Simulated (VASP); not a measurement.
# Ni (P6_3/mmc) in VASP: further runs, part 2 of 2

VASP 6.6.1.

## 3. Single point, PBEsol, collinear spin, ferromagnetic start (10.41 Å³/atom)

This run uses another cell than the first one, of 10.41 Å³/atom.

INCAR

```
SYSTEM = Ni
  PREC = Accurate
  ENCUT = 520
  EDIFF = 1E-7
  ISMEAR = -1
  SIGMA = 0.05
  LREAL = .False.
  LASPH = .True.
  NELM = 150
  ALGO = Normal
  ISIF = 2
  LWAVE = .False.
  LCHARG = .True.
  ISPIN = 2
  MAGMOM = 0.671 0.671
  LORBIT = 11
  LMAXMIX = 4
  GGA = PS
  LELF = .True.
  LVHAR = .True.
  NBANDS = 21
```

KPOINTS

```
Automatic mesh
0
Gamma
  17 17 9
  0 0 0
```

POSCAR

```
Ni
1.0
    2.4475504510      0.0000000000      0.0000000000
   -1.2237752255      2.1196408676      0.0000000000
    0.0000000000      0.0000000000      4.0143868579
Ni
2
Direct
    0.3333333333      0.6666666667      0.2500000000
    0.6666666667      0.3333333333      0.7500000000
```

Potentials or basis: VASP PAW PBE potentials, release 64 (Ni).

The run is started by

```sh
cat potpaw_PBE.64/Ni/POTCAR > POTCAR
mpirun -np 1 vasp_std > vasp.out
```

OUTCAR:

```text
SYSTEM = Ni
   PREC = Accurate
   ENCUT = 520
   EDIFF = 1E-7
   ISMEAR = -1
   LREAL = .False.
   LASPH = .True.
   NELM = 150
   ISIF = 2
   ISPIN = 2
   LORBIT = 11
   GGA = PS

 ion  position               nearest neighbor table
   1  0.333  0.667  0.250-   2 2.45   2 2.45   2 2.45   2 2.45   2 2.45   2 2.45
   2  0.667  0.333  0.750-   1 2.45   1 2.45   1 2.45   1 2.45   1 2.45   1 2.45

  LATTYP: Found a hexagonal cell.
 ALAT       =     2.4475504510
 C/A-ratio  =     1.6401651113

  Lattice vectors:

 A1 = (   2.4475504510,   0.0000000000,   0.0000000000)
 A2 = (  -1.2237752255,   2.1196408676,   0.0000000000)
 A3 = (   0.0000000000,   0.0000000000,   4.0143868579)

Analysis of symmetry for initial positions (statically):
=====================================================================
 Subroutine PRICEL returns:
 Original cell was already a primitive cell.

 Routine SETGRP: Setting up the symmetry group for a
 hexagonal supercell.

 Subroutine GETGRP returns: Found 24 space group operations
 (whereof 12 operations were pure point group operations)
 out of a pool of 24 trial point group operations.

The static configuration has the point symmetry D_3d.
 The point group associated with its full space group is D_6h.

Analysis of symmetry for dynamics (positions and initial velocities):
=====================================================================
 Subroutine PRICEL returns:
 Original cell was already a primitive cell.

 Routine SETGRP: Setting up the symmetry group for a
 hexagonal supercell.

 Subroutine GETGRP returns: Found 24 space group operations
 (whereof 12 operations were pure point group operations)
 out of a pool of 24 trial point group operations.

The dynamic configuration has the point symmetry D_3d.
 The point group associated with its full space group is D_6h.

[... 150 lines left out ...]
 number of electron      19.9999984 magnetization       1.2694646

 Free energy of the ion-electron system (eV)
  ---------------------------------------------------
  ext. energy  EPLUGINS =         0.00000000
  ---------------------------------------------------
  free energy    TOTEN  =       -12.23562010 eV

  energy without entropy =      -12.20163666  energy(sigma->0) =      -12.21862838

 E-fermi :   9.8482     XC(G=0): -13.6965

 val. band max:        9.8481328955   @ k =   0.0588  -0.0000   0.1111
 cond. band min:       9.8487602788   @ k =   0.4118   0.1176   0.1111
 fundamental gap:      0.0006273833
 Fermi energy:         9.8481621708

 spin component 1

 k-point     1 :       0.0000    0.0000    0.0000
  band No.  band energies     occupation
      1       0.4490      1.00000
      2       4.7314      1.00000
      3       7.2854      1.00000
      4       7.3896      1.00000
      5       7.3896      1.00000
      6       7.6765      1.00000
[... 565 lines left out ...]
     20      38.4468      0.00000
     21      40.1824      0.00000

 [... further k-points ...]

 spin component 2

 k-point     1 :       0.0000    0.0000    0.0000
  band No.  band energies     occupation
      1       0.4450      1.00000
      2       5.1287      1.00000
      3       7.9711      1.00000
      4       8.0557      1.00000
      5       8.0557      1.00000
      6       8.3617      1.00000
[... 565 lines left out ...]
     20      38.5222      0.00000
     21      40.1625      0.00000

 [... further k-points ...]

------------------------ aborting loop because EDIFF is reached ----------------------------------------

  FORCE on cell =-STRESS in cart. coord.  units (eV):
  Direction    XX          YY          ZZ          XY          YZ          ZX
  --------------------------------------------------------------------------------------
  -------------------------------------------------------------------------------------
  Total        0.0117105      0.0117105      0.0051990      0.0000000      0.0000000      0.0000000
  in kB        0.9008919      0.9008919      0.3999616      0.0000000      0.0000000      0.0000000
  external PRESSURE =       0.7339151 kB  Pullay stress =       0.0000000 kB

 VOLUME and BASIS-vectors are now :
 -----------------------------------------------------------------------------
  energy-cutoff  :      520.00
  volume of cell :       20.83
      direct lattice vectors                 reciprocal lattice vectors
     2.447550451  0.000000000  0.000000000     0.408571762  0.235889017  0.000000000
    -1.223775226  2.119640868  0.000000000     0.000000000  0.471778033  0.000000000
     0.000000000  0.000000000  4.014386858     0.000000000  0.000000000  0.249104044

 POSITION                                       TOTAL-FORCE (eV/Angst)
 -----------------------------------------------------------------------------------
     -0.00000      1.41309      1.00360        -0.000000     -0.000000      0.000000
      1.22378      0.70655      3.01079         0.000000      0.000000      0.000000
 -----------------------------------------------------------------------------------
    total drift:                               -0.000000      0.000000     -0.000000

  FREE ENERGIE OF THE ION-ELECTRON SYSTEM (eV)
  ---------------------------------------------------
  free  energy   TOTEN  =       -12.2356201001 eV

  energy  without entropy=      -12.2016366631  energy(sigma->0) =      -12.21862838

 total charge

# of ion       s       p       d       tot
------------------------------------------
    1        0.519   0.543   8.334   9.396
    2        0.519   0.543   8.334   9.396
--------------------------------------------------
tot          1.038   1.086  16.668  18.792

 magnetization (x)

# of ion       s       p       d       tot
------------------------------------------
    1       -0.005  -0.024   0.669   0.640
    2       -0.005  -0.024   0.669   0.640
--------------------------------------------------
tot         -0.009  -0.048   1.338   1.280
```

stdout:

```text
POSCAR found type information on POSCAR Ni
 POSCAR found :  1 types and       2 ions
 scaLAPACK will be used
 -----------------------------------------------------------------------------
|                                                                             |
|                                                                             |
|     You enforced a specific xc type in the INCAR file but a different       |
|     I HOPE YOU KNOW WHAT YOU ARE DOING!                                     |
|                                                                             |
 -----------------------------------------------------------------------------

 LDA part: xc-table for (Slater+PW92), standard interpolation
 POSCAR, INCAR and KPOINTS ok, starting setup
 FFT: planning ... GRIDC
 FFT: planning ... GRID_SOFT
 FFT: planning ... GRID
 WAVECAR not read
 entering main loop
```

It took 82 s on 1 thread of AMD EPYC 9R45 (Zen 5), shared host; peak memory 0.18 GiB.

Results:

- Free energy: -12.2356 eV
- Pressure: 0.1 GPa
- Net moment: 1.27 μB per cell
- Site moments: Ni +0.64 μB
- Valence electrons inside the program's atomic spheres: Ni 9.40

Caveat: the PAW data sets were made with another functional, which shifts forces and pressure a little.

## 4. Single point, PBEsol, collinear spin, ferromagnetic start (10.83 Å³/atom)

This run uses another cell than the first one, of 10.83 Å³/atom.

INCAR

```
PREC = Accurate
ENCUT = 520
EDIFF = 1E-7
ISMEAR = -1
SIGMA = 0.05
LREAL = False
LASPH = True
NELM = 150
ALGO = Normal
ISIF = 2
LWAVE = False
LCHARG = False
ISPIN = 2
MAGMOM = 0.671 0.671
LORBIT = 11
LMAXMIX = 4
GGA = PS
NBANDS = 21
```

KPOINTS

```
regular mesh
0
Gamma
  17 17 9
```

POSCAR

```
Ni
1.0
    2.4797587557      0.0000000000      0.0000000000
   -1.2398793779      2.1475340777      0.0000000000
    0.0000000000      0.0000000000      4.0672137957
Ni
2
Direct
    0.3333333333      0.6666666667      0.2500000000
    0.6666666667      0.3333333333      0.7500000000
```

The run is started by

```sh
cat potpaw_PBE.64/Ni/POTCAR > POTCAR
mpirun -np 1 vasp_std > vasp.out
```

It took 79 s on 1 thread of AMD EPYC 9R45 (Zen 5), shared host; peak memory 0.18 GiB.

The run converged. Its results:

| Property | Result |
| --- | --- |
| Free energy | -12.2144 eV |
| Pressure | -7.9 GPa |
| Net moment | 1.29 μB per cell |
| Site moments | Ni +0.65 μB |
| Valence electrons inside the program's atomic spheres | Ni 9.32 |

Levels at points of the mesh, in eV from the Fermi level:
Spin up:
```csv
k point,band 7,band 8,band 9,band 10,band 11,band 12,band 13,band 14,band 15,band 16
"(0.00, 0.00, 0.00)",-2.10,-1.69,-1.69,-0.74,-0.74,-0.42,5.59,22.62,24.47,24.47
```
Spin down:
```csv
k point,band 6,band 7,band 8,band 9,band 10,band 11,band 12,band 13
"(0.00, 0.00, 0.00)",-1.40,-1.40,-0.99,-0.99,-0.45,0.00,0.00,6.00
```

Caveat: the cell stands under tension; the PAW data sets were made with another functional, which shifts forces and pressure a little.

## 5. Single point, PBEsol, collinear spin, ferromagnetic start (11.25 Å³/atom)

This run uses another cell than the first one, of 11.25 Å³/atom.

INCAR

```
SYSTEM = Ni
ALGO = Normal
EDIFF = 1E-6
ENCUT = 520
GGA = PS
ISIF = 2
ISMEAR = -1
ISPIN = 2
LASPH = .True.
LCHARG = .False.
LMAXMIX = 4
LORBIT = 11
LREAL = .False.
LWAVE = .False.
MAGMOM = 0.671 0.671
NBANDS = 21
NELM = 150
PREC = Accurate
SIGMA = 0.05
```

KPOINTS

```
k-points
0
Gamma
  17 17 9
  0 0 0
```

POSCAR

```
Ni
1.0
    2.5112171959      0.0000000000      0.0000000000
   -1.2556085979      2.1747778861      0.0000000000
    0.0000000000      0.0000000000      4.1185674181
Ni
2
Direct
    0.3333333333      0.6666666667      0.2500000000
    0.6666666667      0.3333333333      0.7500000000
```

The run is started by

```sh
cat potpaw_PBE.64/Ni/POTCAR > POTCAR
mpirun -np 1 vasp_std > vasp.out
```

Run time: 3.4 min. Hardware: 1 thread of Intel Xeon 8259CL, shared host; peak memory 0.22 GiB.

The run converged. Its results:

| Property | Result |
| --- | --- |
| Free energy | -12.1559 eV |
| Pressure | -14.4 GPa |
| Net moment | 1.31 μB per cell |
| Site moments | Ni +0.67 μB |
| Valence electrons inside the program's atomic spheres | Ni 9.26 |

Levels at points of the mesh, in eV from the Fermi level:
Spin up:
```csv
k point,band 7,band 8,band 9,band 10,band 11,band 12,band 13,band 14,band 15,band 16
"(0.00, 0.00, 0.00)",-2.03,-1.64,-1.64,-0.74,-0.74,-0.35,5.33,22.30,23.81,23.81
```
Spin down:
```tsv
k point	band 6	band 7	band 8	band 9	band 10	band 11	band 12	band 13
(0.00, 0.00, 0.00)	-1.32	-1.32	-0.94	-0.94	-0.38	0.00	0.00	5.74
```

Caveat: the cell stands under tension; the PAW data sets were made with another functional, which shifts forces and pressure a little.

## 6. Single point, PBEsol, collinear spin, ferromagnetic start (11.66 Å³/atom)

This run uses another cell than the first one, of 11.66 Å³/atom.

INCAR

```
PREC = Accurate
ENCUT = 520
EDIFF = 1E-7
ISMEAR = -1
SIGMA = 0.05
LREAL = F
LASPH = T
NELM = 150
ALGO = Normal
ISIF = 2
LWAVE = F
LCHARG = F
ISPIN = 2
MAGMOM = 0.671 0.671
LORBIT = 11
LMAXMIX = 4
GGA = PS
NBANDS = 21
```

KPOINTS

```
regular mesh
0
Gamma
  17 17 9
```

POSCAR

```
Ni
1.0
    2.5418448143      0.0000000000      0.0000000000
   -1.2709224072      2.2013021817      0.0000000000
    0.0000000000      0.0000000000      4.1687988006
Ni
2
Direct
    0.3333333333      0.6666666667      0.2500000000
    0.6666666667      0.3333333333      0.7500000000
```

Potentials or basis: VASP PAW PBE potentials, release 64 (Ni).

The run is started by

```sh
cat potpaw_PBE.64/Ni/POTCAR > POTCAR
mpirun -np 1 vasp_std > vasp.out
```

Wall time 3.8 min (1 thread of Intel Xeon 8259CL, shared host); peak memory 0.23 GiB.

It converged, with:

| Property | Result |
| --- | --- |
| Free energy | -12.0682 eV |
| Pressure | -19.3 GPa |
| Net moment | 1.32 μB per cell |
| Site moments | Ni +0.68 μB |
| Valence electrons inside the program's atomic spheres | Ni 9.20 |

Levels at points of the mesh, in eV from the Fermi level:
Spin up:
```csv
k point,band 8,band 9,band 10,band 11,band 12,band 13,band 14,band 15
"(0.00, 0.00, 0.00)",-1.60,-1.60,-0.75,-0.75,-0.28,5.08,21.98,23.19
```
Spin down:
```tsv
k point	band 5	band 6	band 7	band 8	band 9	band 10	band 11	band 12	band 13	band 14
(0.00, 0.00, 0.00)	-1.51	-1.25	-1.25	-0.89	-0.89	-0.32	0.00	0.00	5.49	21.87
```

Caveat: the cell stands under tension; the PAW data sets were made with another functional, which shifts forces and pressure a little.

## 7. Relaxation of cell and atoms, PBEsol, collinear spin, ferromagnetic start

This run uses another cell than the first one, of 10.94 Å³/atom.

INCAR

```
PREC = Accurate
ENCUT = 600
EDIFF = 1E-6
ISMEAR = -1
SIGMA = 0.05
LREAL = F
LASPH = T
NELM = 150
ALGO = Normal
ISIF = 3
LWAVE = F
LCHARG = F
ISPIN = 2
MAGMOM = 0.8 0.8
LORBIT = 11
LMAXMIX = 4
GGA = PS
IBRION = 2
NSW = 80
EDIFFG = -0.01
```

KPOINTS

```
Automatic mesh
0
Gamma
  14 14 8
```

POSCAR

```
Ni
1.0
    2.4917559660      0.0000000000      0.0000000000
   -1.2458779830      2.1579239666      0.0000000000
    0.0000000000      0.0000000000      4.0690374925
Ni
2
Direct
    0.3333333333      0.6666666667      0.2500000000
    0.6666666667      0.3333333333      0.7500000000
```

Potentials or basis: VASP PAW PBE potentials, release 64 (Ni).

The run is started by

```sh
cat potpaw_PBE.64/Ni/POTCAR > POTCAR
mpirun -np 1 vasp_std > vasp.out
```

OUTCAR:

```text
PREC = Accurate
   ENCUT = 600
   EDIFF = 1E-6
   ISMEAR = -1
   LREAL = F
   LASPH = T
   NELM = 150
   ISIF = 3
   ISPIN = 2
   LORBIT = 11
   GGA = PS
   IBRION = 2
   NSW = 80
   EDIFFG = -0.01

 ion  position               nearest neighbor table
   1  0.333  0.667  0.250-   2 2.49   2 2.49   2 2.49   2 2.49   2 2.49   2 2.49
   2  0.667  0.333  0.750-   1 2.49   1 2.49   1 2.49   1 2.49   1 2.49   1 2.49

  LATTYP: Found a hexagonal cell.
 ALAT       =     2.4917559660
 C/A-ratio  =     1.6330000000

  Lattice vectors:

 A1 = (   2.4917559660,   0.0000000000,   0.0000000000)
 A2 = (  -1.2458779830,   2.1579239666,   0.0000000000)
 A3 = (   0.0000000000,   0.0000000000,   4.0690374925)

Analysis of symmetry for initial positions (statically):
[... 1255 lines left out ...]
  ---------------------------------------------------
  free energy    TOTEN  =       -12.23031817 eV

  energy without entropy =      -12.19402074  energy(sigma->0) =      -12.21216946

 E-fermi :   9.8649     XC(G=0): -13.7072

 val. band max:        9.8636940250   @ k =   0.4286   0.1429   0.1250
 cond. band min:       9.8658876635   @ k =   0.1429   0.0714   0.5000
 fundamental gap:      0.0021936385
 Fermi energy:         9.8649281510

 spin component 1

 k-point     1 :       0.0000    0.0000    0.0000
  band No.  band energies     occupation
      1       0.4640      1.00000
      2       4.7633      1.00000
      3       7.3314      1.00000
      4       7.4326      1.00000
      5       7.4326      1.00000
      6       7.7199      1.00000
      7       7.7199      1.00000
      8       8.1631      1.00000
      9       8.1631      1.00000
     10       9.1713      1.00000
     11       9.1713      1.00000
     12       9.3646      0.99995
[... 882 lines left out ...]
  FREE ENERGIE OF THE ION-ELECTRON SYSTEM (eV)
  ---------------------------------------------------
  free  energy   TOTEN  =       -12.2303181719 eV

  energy  without entropy=      -12.1940207392  energy(sigma->0) =      -12.21216946

 reached required accuracy - stopping structural energy minimisation

 total charge

# of ion       s       p       d       tot
------------------------------------------
    1        0.519   0.544   8.337   9.400
    2        0.519   0.544   8.337   9.400
--------------------------------------------------
tot          1.037   1.088  16.674  18.799

 magnetization (x)

# of ion       s       p       d       tot
------------------------------------------
    1       -0.005  -0.023   0.628   0.599
    2       -0.005  -0.023   0.628   0.599
--------------------------------------------------
tot         -0.011  -0.046   1.255   1.198
```

It took 6.5 min on 1 thread of Intel Xeon 8259CL, shared host; peak memory 0.21 GiB.

What came out:

```yaml
Free_energy: -12.2303 eV
Relaxed_volume: 10.39 Å³/atom
Relaxed_cell: a = 2.445 Å, b = 2.445 Å, c = 4.014 Å, α = 90.00°, β = 90.00°, γ = 120.00°
Space_group_after_relaxing_to_0.1_Å: P6_3/mmc (No. 194)
Energy_gained_by_relaxing: 17.6 meV/atom
Ionic_steps: 6
Pressure_after_relaxing: 0.1 GPa
Net_moment: 1.19 μB per cell
Site_moments: Ni +0.60 μB
Valence_electrons_inside_the_program's_atomic_spheres: Ni 9.40
```

Step by step:
```tsv
step	energy change (eV)	largest force (eV/Å)	pressure (GPa)	volume (Å³)
1	0.0000	0.0000	-9.95	21.88
2	0.0021	0.0000	12.50	19.80
3	-0.0349	0.0000	-0.24	20.81
4	-0.0350	0.0000	0.17	20.79
5	-0.0351	0.0000	0.12	20.79
6	-0.0351	0.0000	0.09	20.79
```

Final structure:
```
Ni
1.0
     2.44529    0.00000    0.00000
    -1.22265    2.11768    0.00000
     0.00000    0.00000    4.01446
Ni
2
Cartesian
  0.0000 1.4118 1.0036
  1.2226 0.7059 3.0108
```

Caveat: the PAW data sets were made with another functional, which shifts forces and pressure a little.

## 8. Overview

```csv
task,cell,k mesh,cutoff (eV),gap on the mesh (eV),pressure (GPa),moment (μB)
single point,"a = 2.414, b = 2.414, c = 3.960 Å, angles 90.0, 90.0, 120.0°, 2 atoms",17 × 17 × 9,520,none,10.2,1.24
single point,"a = 2.448, b = 2.448, c = 4.014 Å, angles 90.0, 90.0, 120.0°, 2 atoms",17 × 17 × 9,520,none,0.1,1.27
single point,"a = 2.480, b = 2.480, c = 4.067 Å, angles 90.0, 90.0, 120.0°, 2 atoms",17 × 17 × 9,520,none,-7.9,1.29
single point,"a = 2.511, b = 2.511, c = 4.119 Å, angles 90.0, 90.0, 120.0°, 2 atoms",17 × 17 × 9,520,none,-14.4,1.31
single point,"a = 2.542, b = 2.542, c = 4.169 Å, angles 90.0, 90.0, 120.0°, 2 atoms",17 × 17 × 9,520,none,-19.3,1.32
relaxation of cell and atoms,"relaxed from a = 2.492, b = 2.492, c = 4.069 Å, angles 90.0, 90.0, 120.0°, 2 atoms",14 × 14 × 8,600,none,0.1,1.19
```

Alike in all rows: level PBEsol; potentials or basis VASP PAW PBE potentials, release 64 (Ni); spin collinear, ferromagnetic start; smearing fermi-dirac 0.05 eV.

Caveats: the PAW data sets were made with another functional, which shifts forces and pressure a little; the cell stands under tension (at least some runs); the cell stands under pressure (at least some runs).

Total energies depend on the potentials used, so only differences within one code and one set of settings carry meaning.
